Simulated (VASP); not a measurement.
Input of a VASP 6.6.1 run:

The input INCAR:

```
ALGO = Normal
EDIFF = 1E-6
ENCUT = 520
GGA = PS
ISIF = 2
ISMEAR = -1
LASPH = True
LCHARG = False
LREAL = False
LWAVE = False
NBANDS = 18
NELM = 100
PREC = Accurate
SIGMA = 0.1
```

KPOINTS

```
k-points
0
Gamma
  6 6 6
```

The input POSCAR:

```
Sc
1.0
    0.0000000000      3.1502380018      3.1502380018
    3.1502380018      0.0000000000      3.1502380018
    3.1502380018      3.1502380018      0.0000000000
Sc
2
Direct
    0.0000000000      0.0000000000      0.0000000000
    0.2500000000      0.2500000000      0.2500000000
```

Potentials or basis: VASP PAW PBE potentials, release 64 (Sc_sv).

Run with:

```sh
$ cat potpaw_PBE.64/Sc_sv/POTCAR > POTCAR
$ mpirun -np 1 vasp_std > vasp.out
```

Predict the pressure.

0.0 GPa.

Predict the band gap on the k mesh.

zero (band 11 reaches 2.36 eV, above the bottom of band 12 at 1.95 eV).

Caveat: the PAW data sets were made with another functional, which shifts forces and pressure a little.
